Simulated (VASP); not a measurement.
# PbS (P6_3/mmc) in VASP: settings compared

PbS is run at these levels: PBEsol, PBE, r2SCAN; tasks: single point.

Everything below comes from runs of VASP 6.6.1. Logs are shortened: lines on timing, memory, paths and dates and some standing lists are left out, and cuts for length are marked.

### Step 1. The cell of the first run

The structure is hexagonal, space group P6_3/mmc (No. 194). The conventional cell has a = 4.946 Å, b = 4.946 Å, c = 5.933 Å, α = 90.00°, β = 90.00°, γ = 120.00°. Pb (site symmetry -6m2) has 5 S at 2.86 to 2.97 Å within 3.8 Å. Within 3.8 Å of S (site symmetry -6m2) lie 5 Pb at 2.86 to 2.97 Å.

### Step 2. Single point, PBEsol

Contents of INCAR:

```
  ALGO = Normal
  EDIFF = 1E-6
  ENCUT = 500
  GGA = PS
  GGA_COMPAT = F
  ISIF = 2
  ISMEAR = -1
  LASPH = T
  LCHARG = F
  LREAL = F
  LWAVE = F
  NBANDS = 28
  NELM = 120
  PREC = Accurate
  SIGMA = 0.02
```

Contents of KPOINTS:

```
k-points
0
Gamma
  6 6 4
```

Contents of POSCAR:

```
PbS
1.0
    4.9458015396      0.0000000000      0.0000000000
   -2.4729007698      4.2831897754      0.0000000000
    0.0000000000      0.0000000000      5.9331921761
Pb S
2 2
Direct
    0.3333333333      0.6666666667      0.2500000000
    0.6666666667      0.3333333333      0.7500000000
    0.6666666667      0.3333333333      0.2500000000
    0.3333333333      0.6666666667      0.7500000000
```

Potentials or basis: VASP PAW PBE potentials, release 64 (Pb_d, S).

The run is started by

```
$ cat potpaw_PBE.64/Pb_d/POTCAR potpaw_PBE.64/S/POTCAR > POTCAR
$ mpirun -np 1 vasp_std > vasp.out
```

OUTCAR:

```text
EDIFF = 1E-6
   ENCUT = 500
   GGA = PS
   ISIF = 2
   ISMEAR = -1
   LASPH = T
   LREAL = F
   NELM = 120
   PREC = Accurate

 ion  position               nearest neighbor table
   1  0.333  0.667  0.250-   3 2.86   3 2.86   3 2.86   4 2.97   4 2.97   2 4.12   2 4.12   2 4.12
                             2 4.12   2 4.12   2 4.12
   2  0.667  0.333  0.750-   4 2.86   4 2.86   4 2.86   3 2.97   3 2.97   1 4.12   1 4.12   1 4.12
                             1 4.12   1 4.12   1 4.12
   3  0.667  0.333  0.250-   1 2.86   1 2.86   1 2.86   2 2.97   2 2.97
   4  0.333  0.667  0.750-   2 2.86   2 2.86   2 2.86   1 2.97   1 2.97

  LATTYP: Found a hexagonal cell.
 ALAT       =     4.9458015396
 C/A-ratio  =     1.1996421871

  Lattice vectors:

 A1 = (   4.9458015396,   0.0000000000,   0.0000000000)
 A2 = (  -2.4729007698,   4.2831897754,   0.0000000000)
 A3 = (   0.0000000000,   0.0000000000,   5.9331921761)

Analysis of symmetry for initial positions (statically):
=====================================================================
 Subroutine PRICEL returns:
 Original cell was already a primitive cell.

 Routine SETGRP: Setting up the symmetry group for a
 hexagonal supercell.

 Subroutine GETGRP returns: Found 24 space group operations
 (whereof 12 operations were pure point group operations)
 out of a pool of 24 trial point group operations.

The static configuration has the point symmetry D_3d.
 The point group associated with its full space group is D_6h.

Analysis of symmetry for dynamics (positions and initial velocities):
=====================================================================
 Subroutine PRICEL returns:
 Original cell was already a primitive cell.

 Routine SETGRP: Setting up the symmetry group for a
 hexagonal supercell.

 Subroutine GETGRP returns: Found 24 space group operations
 (whereof 12 operations were pure point group operations)
 out of a pool of 24 trial point group operations.

The dynamic configuration has the point symmetry D_3d.
 The point group associated with its full space group is D_6h.

 Subroutine INISYM returns: Found 24 space group operations
 (whereof 12 operations are pure point group operations),
 and found     1 'primitive' translations

----------------------------------------------------------------------------------------

                                     Primitive cell

  volume of cell :     125.6876

  direct lattice vectors                    reciprocal lattice vectors
     4.945801540  0.000000000  0.000000000     0.202191696  0.116735430  0.000000000
    -2.472900770  4.283189775  0.000000000     0.000000000  0.233470860  0.000000000
     0.000000000  0.000000000  5.933192176     0.000000000  0.000000000  0.168543336

  length of vectors
     4.945801540  4.945801540  5.933192176     0.233470860  0.233470860  0.168543336

  position of ions in fractional coordinates (direct lattice)
     0.333333333  0.666666667  0.250000000
     0.666666667  0.333333333  0.750000000
     0.666666667  0.333333333  0.250000000
     0.333333333  0.666666667  0.750000000

  ion indices of the primitive-cell ions
   primitive index   ion index
                 1           1
                 2           2
                 3           3
                 4           4

----------------------------------------------------------------------------------------

 KPOINTS: k-points

Automatic generation of k-mesh.
 Grid dimensions read from file:
 generate k-points for:    6    6    4

 Generating k-lattice:

  Cartesian coordinates                     Fractional coordinates (reciprocal lattice)
     0.033698616  0.019455905  0.000000000     0.166666667  0.000000000  0.000000000
     0.000000000  0.038911810  0.000000000     0.000000000  0.166666667  0.000000000
     0.000000000  0.000000000  0.042135834     0.000000000  0.000000000  0.250000000

  Length of vectors
     0.038911810  0.038911810  0.042135834

  Shift w.r.t. Gamma in fractional coordinates (k-lattice)
     0.000000000  0.000000000  0.000000000

 Subroutine IBZKPT returns following result:
 ===========================================

 Found     21 irreducible k-points:

 Following reciprocal coordinates:
            Coordinates               Weight
  0.000000  0.000000  0.000000      1.000000
  0.166667 -0.000000  0.000000      6.000000
  0.333333 -0.000000  0.000000      6.000000
  0.500000 -0.000000  0.000000      3.000000
  0.166667  0.166667  0.000000      6.000000
  0.333333  0.166667  0.000000     12.000000
[... 13 lines left out ...]
  0.333333  0.166667  0.500000     12.000000
  0.333333  0.333333  0.500000      2.000000
   k-points           NKPTS =     21   k-points in BZ     NKDIM =     21   number of bands    NBANDS=     28
   number of dos      NEDOS =    301   number of ions     NIONS =      4
   total plane-waves  NPLWV =  62208
   dimension x,y,z NGX =    36 NGY =   36 NGZ =   48
   dimension x,y,z NGXF=    72 NGYF=   72 NGZF=   96
   ions per type =               2   2
   NGX,Y,Z   is equivalent  to a cutoff of  12.10, 12.10, 13.45 a.u.
   NGXF,Y,Z  is equivalent  to a cutoff of  24.20, 24.20, 26.90 a.u.
 SYSTEM =  unknown system
   PREC   = accura    normal or accurate (medium, high low for compatibility)
   ISTART =      0    job   : 0-new  1-cont  2-samecut
   ICHARG =      2    charge: 1-file 2-atom 10-const
   ISPIN  =      1    spin polarized calculation?
   LNONCOLLINEAR =      F non collinear calculations
   LSORBIT =      F    spin-orbit coupling
   LASPH  =      T    aspherical Exc in radial PAW
   ENCUT  =  500.0 eV  36.75 Ry    6.06 a.u.   9.02  9.02 10.82*2*pi/ulx,y,z
   NELM   =    120;   NELMIN=  2; NELMDL= -5     # of ELM steps
   EDIFF  = 0.1E-05   stopping-criterion for ELM
   LREAL  =      F    real-space projection
   EDIFFG = 0.1E-04   stopping-criterion for IOM
   NSW    =      0    number of steps for IOM
   IBRION =     -1    ionic relax: 0-MD 1-quasi-New 2-CG
   NFREE  =      0    steps in history (QN), initial steepest desc. (CG)
   ISIF   =      2    stress and relaxation
   ISYM   =      2    0-nonsym 1-usesym 2-fastsym
   POTIM  = 0.5000    time-step for ionic-motion
   TEBEG  =    0.0;   TEEND  =   0.0 temperature during run
   PSTRESS=    0.0 pullay stress
   NELECT =      40.0000    total number of electrons
   NUPDOWN=      -1.0000    fix difference up-down
   EMIN   =  10.00;   EMAX   =-10.00  energy-range for DOS
   EFERMI =   0.00;   METHOD = LEGACY
   ISMEAR =    -1;   SIGMA  =   0.02  broadening in eV -4-tet -1-fermi 0-gaus
   EFERMI_NEDOS =   21; number of points for ismear=-14 and -15
   IALGO  =     38    algorithm
   IMIX   =      4    mixing-type and parameters
     AMIX     =   0.40;   BMIX     =  1.00
     AMIX_MAG =   1.60;   BMIX_MAG =  1.00
  volume/ion in A,a.u.               =      31.42       212.05
  Fermi-wavevector in a.u.,A,eV,Ry     =   1.117714  2.112173 16.997549  1.249285
  Thomas-Fermi vector in A             =   2.254339
   LORBIT       =      0    0 simple, 1 ext, 2 COOP (PROOUT), +10 PAW based schemes
   GGA     = PS    functional components
   LHFCALC =     F    Hartree Fock is set to
   AEXX    =    0.0000 exact exchange contribution
   IVDW    =     0    specifies the selected vdW correction
   LEPSILON=     F    determine dielectric tensor
   LRPA    =     F    only Hartree local field effects (RPA)
 non-spin polarized calculation
  energy-cutoff  :      500.00
  volume of cell :      125.69
 maximum number of plane-waves:      3216
 NGX is ok and might be reduce to    36
   NGX = 17   NGY = 17   NGZ = 21

 number of electron      40.0000000 magnetization

 Free energy of the ion-electron system (eV)
  ---------------------------------------------------
  ext. energy  EPLUGINS =         0.00000000
  ---------------------------------------------------
  free energy    TOTEN  =       -18.42956214 eV

  energy without entropy =      -18.42956214  energy(sigma->0) =      -18.42956214

 E-fermi :   4.4168     XC(G=0):  -8.7387

 val. band max:        3.9429013053   @ k =   0.3333   0.3333   0.5000
 cond. band min:       5.2294879915   @ k =   0.3333   0.3333   0.5000
 fundamental gap:      1.2865866862
 Fermi energy:         4.4168377451

 k-point     1 :       0.0000    0.0000    0.0000
  band No.  band energies     occupation
      1     -12.8273      2.00000
      2     -12.7124      2.00000
      3     -12.7124      2.00000
      4     -12.7116      2.00000
      5     -12.7116      2.00000
      6     -12.7070      2.00000
[... 20 lines left out ...]
     27       9.5292      0.00000
     28      10.4638      0.00000

 k-point     2 :       0.1667   -0.0000    0.0000
  band No.  band energies     occupation
      1     -12.8251      2.00000
      2     -12.7245      2.00000
      3     -12.7119      2.00000
      4     -12.7094      2.00000
      5     -12.7062      2.00000
      6     -12.7059      2.00000
[... 20 lines left out ...]
     27       9.9692      0.00000
     28      10.1168      0.00000

 k-point     3 :       0.3333   -0.0000    0.0000
  band No.  band energies     occupation
      1     -12.8192      2.00000
      2     -12.7481      2.00000
      3     -12.7139      2.00000
      4     -12.7069      2.00000
      5     -12.7031      2.00000
      6     -12.6941      2.00000
[... 20 lines left out ...]
     27       9.6932      0.00000
     28      10.7727      0.00000

 k-point     4 :       0.5000   -0.0000    0.0000
  band No.  band energies     occupation
      1     -12.8144      2.00000
      2     -12.7613      2.00000
      3     -12.7159      2.00000
      4     -12.7041      2.00000
      5     -12.7012      2.00000
      6     -12.6892      2.00000
[... 20 lines left out ...]
     27       9.5373      0.00000
     28      10.5636      0.00000

 k-point     5 :       0.1667    0.1667    0.0000
  band No.  band energies     occupation
      1     -12.8200      2.00000
      2     -12.7434      2.00000
      3     -12.7140      2.00000
      4     -12.7076      2.00000
      5     -12.7022      2.00000
      6     -12.6987      2.00000
[... 20 lines left out ...]
     27       9.7163      0.00000
     28      11.3674      0.00000

 k-point     6 :       0.3333    0.1667    0.0000
  band No.  band energies     occupation
      1     -12.8097      2.00000
      2     -12.7653      2.00000
      3     -12.7185      2.00000
      4     -12.7070      2.00000
      5     -12.6960      2.00000
      6     -12.6894      2.00000
[... 370 lines left out ...]
      5     -12.7069      2.00000
      6     -12.7069      2.00000
[... 20 lines left out ...]
     27      10.7362      0.00000
     28      10.7362      0.00000

 k-point    19 :       0.1667    0.1667    0.5000
  band No.  band energies     occupation
      1     -12.7462      2.00000
      2     -12.7462      2.00000
      3     -12.7151      2.00000
      4     -12.7151      2.00000
      5     -12.7083      2.00000
      6     -12.7083      2.00000
[... 20 lines left out ...]
     27      11.2933      0.00000
     28      11.2933      0.00000

 k-point    20 :       0.3333    0.1667    0.5000
  band No.  band energies     occupation
      1     -12.7437      2.00000
      2     -12.7437      2.00000
      3     -12.7125      2.00000
      4     -12.7125      2.00000
      5     -12.7069      2.00000
      6     -12.7069      2.00000
[... 20 lines left out ...]
     27      10.7940      0.00000
     28      10.7940      0.00000

 k-point    21 :       0.3333    0.3333    0.5000
  band No.  band energies     occupation
      1     -12.7396      2.00000
      2     -12.7396      2.00000
      3     -12.7164      2.00000
      4     -12.7164      2.00000
      5     -12.7036      2.00000
      6     -12.7036      2.00000
[... 20 lines left out ...]
     27      10.6419      0.00000
     28      10.6419      0.00000

------------------------ aborting loop because EDIFF is reached ----------------------------------------

  FORCE on cell =-STRESS in cart. coord.  units (eV):
  Direction    XX          YY          ZZ          XY          YZ          ZX
  --------------------------------------------------------------------------------------
  -------------------------------------------------------------------------------------
  Total       -0.0306711     -0.0306711     -0.0315004      0.0000000      0.0000000      0.0000000
  in kB       -0.3909734     -0.3909734     -0.4015452      0.0000000      0.0000000      0.0000000
  external PRESSURE =      -0.3944974 kB  Pullay stress =       0.0000000 kB

 VOLUME and BASIS-vectors are now :
 -----------------------------------------------------------------------------
  energy-cutoff  :      500.00
  volume of cell :      125.69
      direct lattice vectors                 reciprocal lattice vectors
     4.945801540  0.000000000  0.000000000     0.202191696  0.116735430  0.000000000
    -2.472900770  4.283189775  0.000000000     0.000000000  0.233470860  0.000000000
     0.000000000  0.000000000  5.933192176     0.000000000  0.000000000  0.168543336

 POSITION                                       TOTAL-FORCE (eV/Angst)
 -----------------------------------------------------------------------------------
     -0.00000      2.85546      1.48330         0.000000     -0.000000      0.000000
      2.47290      1.42773      4.44989        -0.000000      0.000000      0.000000
      2.47290      1.42773      1.48330         0.000000     -0.000000      0.000000
     -0.00000      2.85546      4.44989        -0.000000      0.000000      0.000000
 -----------------------------------------------------------------------------------
    total drift:                               -0.000000      0.000000     -0.000000

  FREE ENERGIE OF THE ION-ELECTRON SYSTEM (eV)
  ---------------------------------------------------
  free  energy   TOTEN  =       -18.4295621385 eV

  energy  without entropy=      -18.4295621385  energy(sigma->0) =      -18.42956214
```

It took 66 s on 1 thread of Intel Xeon Platinum 8488C (Sapphire Rapids), shared host; peak memory 0.25 GiB.

Results:

* Free energy: -18.4296 eV
* Pressure: 0.0 GPa
* Band gap on the k mesh: 1.29 eV

Levels at points of the mesh, in eV from the valence-band top:
| k point | band 16 | band 17 | band 18 | band 19 | band 20 | band 21 | band 22 | band 23 | band 24 | band 25 |
| --- | --- | --- | --- | --- | --- | --- | --- | --- | --- | --- |
| (0.00, 0.00, 0.00) | -3.24 | -3.24 | -2.05 | -2.02 | -2.02 | 1.88 | 1.88 | 3.31 | 3.31 | 4.85 |
| (0.50, 0.00, 0.00) | -3.93 | -3.07 | -2.42 | -2.25 | -0.78 | 2.94 | 3.05 | 4.06 | 4.42 | 5.15 |
| (0.00, 0.00, 0.50) | -2.63 | -2.63 | -2.63 | -1.41 | -1.41 | 2.19 | 2.19 | 2.19 | 2.19 | 2.50 |
| (0.50, 0.00, 0.50) | -3.24 | -2.03 | -2.03 | -0.69 | -0.69 | 1.49 | 1.49 | 3.04 | 3.04 | 4.31 |

Caveat: the PAW data sets were made with another functional, which shifts forces and pressure a little; spin-orbit coupling is left out, which moves the levels of the heavy elements. A k mesh can miss the band edges.

(Continued in part 2 of 2.)
